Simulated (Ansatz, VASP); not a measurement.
PbS in VASP and in Ansatz

File INCAR:

```
PREC = Accurate ; ENCUT = 500
EDIFF = 1E-7 ; ISMEAR = 0
SIGMA = 0.02 ; LREAL = F
LASPH = T ; NELM = 120
ALGO = Normal ; ISIF = 3
LWAVE = F ; LCHARG = F
GGA = PS ; IBRION = 2
NSW = 70 ; EDIFFG = -0.005
GGA_COMPAT = F ; NELMIN = 4
```

KPOINTS

```
regular mesh
0
Gamma
  10 10 10
```

The input POSCAR:

```
PbS
1.0
    0.0000000000      2.9679283498      2.9679283498
    2.9679283498      0.0000000000      2.9679283498
    2.9679283498      2.9679283498      0.0000000000
Pb S
1 1
Direct
    0.0000000000      0.0000000000      0.0000000000
    0.5000000000      0.5000000000      0.5000000000
```

Input for Ansatz:

```yaml
crystal:
  lattice:
    - [0.0, 2.9679283498, 2.9679283498]
    - [2.9679283498, 0.0, 2.9679283498]
    - [2.9679283498, 2.9679283498, 0.0]
  atoms:
    - { symbol: Pb, position: [0.0, 0.0, 0.0] }
    - { symbol: S, position: [0.5, 0.5, 0.5] }
basis:
  ecutwfc: 420
kpoints:
  mp_grid: { grid: [10, 10, 10] }
hamiltonian:
  xc: pbesol
scf:
  occupations: { method: gaussian, width: 0.02 }
output:
  forces: true
  stress: true
  eigenvalues: true
relax:
  adjacent_minimum: "off"
  f_tol: 0.005
  max_steps: 50
  cell: { stress_tol: 0.05 }
```

Alike in both runs: task relaxation of cell and atoms; functional PBEsol; k mesh 10 × 10 × 10; occupations gaussian, width 0.02 eV; no spin polarisation.

|  | VASP | Ansatz |
| --- | --- | --- |
| version | VASP 6.6.1 | Ansatz 0.2.0 |
| potentials or method | VASP PAW PBE potentials, release 64 (Pb_d, S), cutoff 500 eV | scalar-relativistic, plane waves, PAW |
| valence electrons in the cell | 20 | 20 |

|  | VASP | Ansatz | Ansatz less VASP |
| --- | --- | --- | --- |
| gap on the k mesh at the Fermi level, each at its own relaxed structure (eV) | 0.20 | 0.19 | -0.002 |
| relaxed volume (Å³/atom) | 25.69 | 25.72 | +0.025 |
| relaxed cell length with the largest relative difference (Å) | 4.173 | 4.175 | +0.0014 |

VASP's potentials were made for PBE, not for PBEsol.

Neither program's run includes spin-orbit coupling.
